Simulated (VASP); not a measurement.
A run of VASP 6.6.1 is set up as follows.

The input INCAR:

```
PREC = Accurate
ENCUT = 600
EDIFF = 1E-6
ISMEAR = 0
SIGMA = 0.02
LREAL = False
LASPH = True
NELM = 200
ALGO = Normal
ISIF = 2
LWAVE = False
LCHARG = False
MAGMOM = 0 0 0 0 0 0
LORBIT = 11
LSORBIT = True
GGA_COMPAT = False
LORBMOM = True
GGA = PE
NBANDS = 30
```

File KPOINTS:

```
regular mesh
0
Gamma
  10 10 10
```

File POSCAR:

```
GaN
1.0
    0.0000000000      2.2443977324      2.2443977324
    2.2443977324      0.0000000000      2.2443977324
    2.2443977324      2.2443977324      0.0000000000
Ga N
1 1
Direct
    0.0000000000      0.0000000000      0.0000000000
    0.2500000000      0.2500000000      0.2500000000
```

Potentials or basis: VASP PAW PBE potentials, release 64 (Ga_d, N).

Command:

```sh
$ cat potpaw_PBE.64/Ga_d/POTCAR potpaw_PBE.64/N/POTCAR > POTCAR
$ mpirun -np 1 vasp_ncl > vasp.out
```

Problem. Predict the pressure.

Solution. 7.3 GPa.

Problem. What does it give for the net moment?

Solution. 0.00 μB per cell.

Moments on the atoms (μB; x, y, z):
```
Ga  0.00 0.00 0.00
N   0.00 0.00 0.00
```

Caveat: the cell stands under pressure.
